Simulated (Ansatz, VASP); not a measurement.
**One calculation of AlGa2As3, two programs**

```
Al Ga As
1.0
     4.05939    0.00000    0.00000
     0.00000   -8.11878    0.00000
    -2.02969    2.02969   -8.60749
Al Ga As
2 4 6
Direct
  0.00000 0.00000 0.00000
  0.00000 0.50000 0.00000
  0.33344 0.66672 0.66688
  0.33344 0.16672 0.66688
  0.66656 0.83328 0.33312
  0.66656 0.33328 0.33312
  0.25000 0.87500 0.50000
  0.25000 0.37500 0.50000
  0.58275 0.54138 0.16550
  0.58275 0.04138 0.16550
  0.91725 0.70862 0.83450
  0.91725 0.20862 0.83450
```

Alike in both runs: task single point; functional PBE; k mesh 4 × 2 × 4; occupations gaussian, width 0.1 eV; no spin polarisation.

|  | VASP | Ansatz |
| --- | --- | --- |
| version | VASP 6.6.1 | Ansatz 0.2.0 |
| potentials or method | VASP PAW PBE potentials, release 64 (Al, Ga_d, As), cutoff 520 eV | scalar-relativistic, plane waves, PAW |
| valence electrons in the cell | 88 | 148 |

|  | VASP | Ansatz | Ansatz less VASP |
| --- | --- | --- | --- |
| gap on the k mesh at the Fermi level (eV) | 0.64 | 0.63 | -0.003 |
| least direct gap on the mesh (eV) | 0.64 | 0.63 | -0.003 |
| pressure (GPa) | 0.2 | 0.1 | -0.17 |
| traceless stress, the component that is largest in VASP (GPa) | -0.69 | -0.68 | +0.002 |
| rms of the force components (eV/Å) | 0.005 | 0.004 | -0.0012 |

Atom by atom the forces differ by 0.001 eV/Å (rms over components). VASP's potentials hold 88 valence electrons a cell and Ansatz's 148, so a difference there can come from the potentials and not from the codes.
